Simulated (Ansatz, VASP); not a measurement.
**One calculation of Ge, two programs**

```xyz
4
Lattice="4.0227 0.0000 0.0000 -2.0113 3.4838 0.0000 0.0000 0.0000 18.8685" Properties=species:S:1:pos:R:3 pbc="T T T"
Ge    0.0000    2.3225    5.1843
Ge    2.0113    1.1613    4.5000
Ge    1.1174    4.2579    9.7185
Ge   -0.8939    5.4192    9.0343
```

Alike in both runs: task single point; functional PBE; dispersion D3(BJ); k mesh 9 × 9 × 1; occupations gaussian, width 0.1 eV; no spin polarisation.

|  | VASP | Ansatz |
| --- | --- | --- |
| version | VASP 6.6.1 | Ansatz 0.2.0 |
| potentials or method | VASP PAW PBE potentials, release 64 (Ge_d), cutoff 520 eV | scalar-relativistic, plane waves, PAW |
| valence electrons in the cell | 56 | 56 |

```csv
,VASP,Ansatz,Ansatz less VASP
gap on the k mesh at the Fermi level (eV),0.35,0.35,0.000
least direct gap on the mesh (eV),0.35,0.35,0.000
rms of the force components (eV/Å),0.072,0.073,+0.0003
```

Atom by atom the forces differ by 0.001 eV/Å (rms over components).
